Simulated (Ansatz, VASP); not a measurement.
**NaH in VASP and in Ansatz**

```
Na H
1.0
     2.87253    0.00000    0.00000
     0.00000    2.87253    0.00000
     0.00000    0.00000    2.87253
Na H
1 1
Cartesian
  0.0000 0.0000 0.0000
  1.4363 1.4363 1.4363
```

Alike in both runs: task single point; functional r2SCAN; k mesh 8 × 8 × 8; no spin polarisation.

```csv
,VASP,Ansatz
version,VASP 6.6.1,Ansatz 0.2.0
potentials or method,"VASP PAW PBE potentials, release 64 (Na_pv, H)","plane waves, PAW"
plane-wave cutoff (eV),520,500
occupations,"gaussian, width 0.01 eV",fixed
valence electrons in the cell,8,10
```

|  | VASP | Ansatz | Ansatz less VASP |
| --- | --- | --- | --- |
| gap on the k mesh at the Fermi level (eV) | 1.61 | 1.60 | -0.010 |
| pressure (GPa) | 1.5 | 1.8 | +0.24 |

VASP's potentials were made for PBE, not for r2SCAN. VASP's potentials hold 8 valence electrons a cell and Ansatz's 10, so a difference there can come from the potentials and not from the codes.
